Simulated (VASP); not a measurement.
**NaCl: single point with PBEsol**

Crystal: NaCl.

```
Na Cl
1.0
     0.00000    2.60521    2.71848
     2.60521    0.00000    2.71848
     2.60521    2.60521    0.00000
Na Cl
1 1
Direct
  0.00000 0.00000 0.00000
  0.50000 0.50000 0.50000
```

This cell differs from its parent crystal: strain -0.080 along x and y, -0.040 along z.

```yaml
Program: VASP 6.6.1
Task: single point
Functional: PBEsol
Potentials_or_basis: VASP PAW PBE potentials, release 64 (Na_pv, Cl)
Cutoff: 520 eV
k_mesh: 8 × 8 × 8
Occupations: gaussian, width 0.05 eV
Spin: no spin polarisation
Dipole_correction: no
Further_INCAR_settings: ALGO = Normal; EDIFF = 1e-06; NBANDS = 14
```

```
Pressure               : 7.1 GPa
Band gap on the k mesh : 5.75 eV, direct
```

Stress tensor (GPa, compression positive):
```
8.53 0.00 0.00
0.00 8.53 0.00
0.00 0.00 4.33
```

Levels at points of the mesh, in eV from the valence-band top:
```csv
k point,band 5,band 6,band 7,band 8,band 9,band 10
"(0.00, 0.00, 0.00)",-0.01,-0.01,0.00,5.75,10.88,11.25
"(0.50, 0.00, 0.00)",-2.67,-0.46,-0.37,7.36,11.06,11.54
"(0.50, 0.50, 0.00)",-2.35,-0.75,-0.75,7.73,8.01,12.31
"(0.50, 0.00, 0.50)",-2.28,-0.95,-0.80,7.56,7.94,12.72
```

Run time: 24 s on 1 thread of AMD EPYC 7R43 64-Core Processor (Zen 3), with other jobs on the host, peak memory 0.13 GiB.

Caveat: the cell differs from its parent crystal (strain -0.080 along x and y, -0.040 along z); the PAW data sets were made with another functional, which shifts forces and pressure a little.
